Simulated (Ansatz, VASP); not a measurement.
# One calculation of AlN, two programs

INCAR

```
PREC = Accurate ; ENCUT = 520
EDIFF = 1E-7 ; ISMEAR = 0
SIGMA = 0.02 ; LREAL = F
LASPH = T ; NELM = 60
ALGO = Normal ; ISIF = 2
LWAVE = F ; LCHARG = F
GGA = PE ; NBANDS = 16
```

Contents of KPOINTS:

```
regular mesh
0
Gamma
  9 9 6
```

POSCAR

```
AlN
1.0
    3.0904384274      0.0000000000      0.0000000000
   -1.5452192137      2.6763981869      0.0000000000
    0.0000000000      0.0000000000      5.0944354200
Al N
2 2
Direct
    0.3333333333      0.6666666667      0.0120530333
    0.6666666667      0.3333333333      0.5120530333
    0.3333333333      0.6666666667      0.3729469667
    0.6666666667      0.3333333333      0.8729469667
```

Input for Ansatz:

```yaml
crystal:
  lattice:
    - [3.0904384274, 0.0, 0.0]
    - [-1.5452192137, 2.6763981869, 0.0]
    - [0.0, 0.0, 5.09443542]
  atoms:
    - { symbol: Al, position: [0.3333333333, 0.6666666667, 0.0120530333] }
    - { symbol: Al, position: [0.6666666667, 0.3333333333, 0.5120530333] }
    - { symbol: "N", position: [0.3333333333, 0.6666666667, 0.3729469667] }
    - { symbol: "N", position: [0.6666666667, 0.3333333333, 0.8729469667] }
basis:
  ecutwfc: 420
kpoints:
  mp_grid: { grid: [9, 9, 6] }
hamiltonian:
  xc: pbe
scf:
  occupations: { method: gaussian, width: 0.02 }
output:
  forces: true
  stress: true
  eigenvalues: true
```

Alike in both runs: task single point; functional PBE; k mesh 9 × 9 × 6; occupations gaussian, width 0.02 eV; no spin polarisation.

```csv
,VASP,Ansatz
version,VASP 6.6.1,Ansatz 0.2.0
potentials or method,"VASP PAW PBE potentials, release 64 (Al, N), cutoff 520 eV","scalar-relativistic, plane waves, PAW"
valence electrons in the cell,16,16
```

```csv
,VASP,Ansatz,Ansatz less VASP
gap on the k mesh at the Fermi level (eV),4.06,4.05,-0.009
least direct gap on the mesh (eV),4.06,4.05,-0.009
pressure (GPa),2.6,2.8,+0.26
"traceless stress, the component that is largest in VASP (GPa)",1.79,1.76,-0.025
rms of the force components (eV/Å),0.710,0.708,-0.0018
```

Atom by atom the forces differ by 0.002 eV/Å (rms over components). The functional is the same, so the differences come from potentials, cutoffs and numerics.
